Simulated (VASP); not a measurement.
SiC (SiC (F-43m)), 2 atoms in the cell. The structure is cubic, space group F-43m (No. 216). The conventional cell has a = 4.380 Å, b = 4.380 Å, c = 4.380 Å, α = 90.00°, β = 90.00°, γ = 90.00°. Si (site symmetry -43m) has 4 C at 1.90 Å within 2.5 Å. Within 2.5 Å of C (site symmetry -43m) lie 4 Si at 1.90 Å. 

```yaml
Program: VASP 6.6.1
Task: single point
Functional: PBE
Potentials_or_basis: VASP PAW PBE potentials, release 64 (Si, C)
Cutoff: 600 eV
k_mesh: 11 × 11 × 11
Occupations: fermi-dirac, width 0.01 eV
Spin: no spin polarisation
Dipole_correction: no
Further_INCAR_settings: ALGO = Normal; EDIFF = 1e-06; NBANDS = 11
```

Potentials or basis: VASP PAW PBE potentials, release 64 (Si, C).

Launch:

```bash
$ cat potpaw_PBE.64/Si/POTCAR potpaw_PBE.64/C/POTCAR > POTCAR
$ mpirun -np 1 vasp_std > vasp.out
```

Hardware: 1 thread of Intel(R) Xeon(R) 6975P-C (Granite Rapids), on a shared host.

**Question.** Estimate the wall time of this run.

**Answer.** Wall time 9.8 s on 1 thread of Intel(R) Xeon(R) 6975P-C (Granite Rapids), on a shared host, peak memory 0.15 GiB. Counts: scf iterations 12, k points 56.
